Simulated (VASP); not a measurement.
A run of VASP 6.6.1:

Contents of POSCAR:

```
SnO2
1.0
    4.7599425467      0.0000000000      0.0000000000
    0.0000000000      4.7599425467      0.0000000000
    0.0000000000      0.0000000000      3.2008135230
Sn O
2 4
Direct
    0.0000000000      0.0000000000      0.0000000000
    0.5000000000      0.5000000000      0.5000000000
    0.3059109373      0.3059109373      0.0000000000
    0.1940890627      0.8059109373      0.5000000000
    0.6940890627      0.6940890627      0.0000000000
    0.8059109373      0.1940890627      0.5000000000
```

Contents of INCAR.step1:

```
SYSTEM = SnO2
PREC     = Accurate       ! precision mode
ENCUT    = 520            ! plane-wave cutoff, eV
ISMEAR   = -5             ! smearing method
SIGMA    = 0.02           ! smearing width, eV
LREAL    = .FALSE.        ! projectors in reciprocal space
LASPH    = .TRUE.         ! aspherical terms in the spheres
NELM     = 100            ! most SCF steps
GGA      = PE             ! functional
ALGO     = Normal         ! electronic algorithm
EDIFF    = 1E-4           ! SCF threshold, eV
LWAVE    = .TRUE.         ! write WAVECAR
LCHARG   = .FALSE.        ! write CHGCAR
```

File INCAR.step2:

```
SYSTEM = SnO2
PREC     = Accurate       ! precision mode
ENCUT    = 520            ! plane-wave cutoff, eV
EDIFF    = 1E-7           ! SCF threshold, eV
ISMEAR   = 0              ! smearing method
SIGMA    = 0.02           ! smearing width, eV
LREAL    = .FALSE.        ! projectors in reciprocal space
LASPH    = .TRUE.         ! aspherical terms in the spheres
NELM     = 100            ! most SCF steps
ALGO     = Normal         ! electronic algorithm
ISIF     = 2              ! what is computed and relaxed
LWAVE    = .FALSE.        ! write WAVECAR
LCHARG   = .FALSE.        ! write CHGCAR
METAGGA  = R2SCAN         ! meta-GGA
LMIXTAU  = .TRUE.       
LORBIT   = 10             ! projections on sites
ISTART   = 1
```

Contents of KPOINTS:

```
regular mesh
0
G
  6 6 8
  0 0 0
```

Potentials or basis: VASP PAW PBE potentials, release 64 (Sn_d, O).

The run is started by

```console
$ cat potpaw_PBE.64/Sn_d/POTCAR potpaw_PBE.64/O/POTCAR > POTCAR
$ cp INCAR.step1 INCAR
$ mpirun -np 1 vasp_std > vasp.out
$ cp INCAR.step2 INCAR
$ mpirun -np 1 vasp_std > vasp.out
```

Hardware: 1 thread of Intel(R) Xeon(R) 6975P-C (Granite Rapids), with other jobs on the host.

**Question.** How long does it take, and how much memory?

**Answer.** Run time: 2.6 min on 1 thread of Intel(R) Xeon(R) 6975P-C (Granite Rapids), on a shared host, peak memory 0.23 GiB. Counts: k points 50.
